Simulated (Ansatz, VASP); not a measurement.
**One calculation of Cr, two programs**

```
Cr
1.0
     0.00000    2.05248    2.05248
     2.05248    0.00000    2.05248
     2.05248    2.05248    0.00000
Cr
1
Direct
  0.00000 0.00000 0.00000
```

Alike in both runs: functional r2SCAN; k mesh 18 × 18 × 18; occupations gaussian, width 0.1 eV; collinear spin.

Ansatz relaxed the structure, and its values are those at the end. VASP's run is a single point on that final structure, the one shown.

|  | VASP | Ansatz |
| --- | --- | --- |
| version | VASP 6.6.1 | Ansatz 0.2.0 |
| potentials or method | VASP PAW PBE potentials, release 64 (Cr_pv), cutoff 520 eV | scalar-relativistic, plane waves, PAW |
| valence electrons in the cell | 12 | 14 |

```tsv
	VASP	Ansatz	Ansatz less VASP
gap on the k mesh at the Fermi level (eV)	none	none	-
pressure (GPa)	0.0	0.0	0.00
net moment per atom (μB)	3.88	3.88	-0.002
size of the moment on the site where the two differ most (μB)	3.56	3.62	+0.061
```

VASP's potentials were made for PBE, not for r2SCAN. Site moments also hang on the region over which each program counts them. A gap of «none» marks a metal or a gap that the smearing closes. VASP's potentials hold 12 valence electrons a cell and Ansatz's 14, so a difference there can come from the potentials and not from the codes.
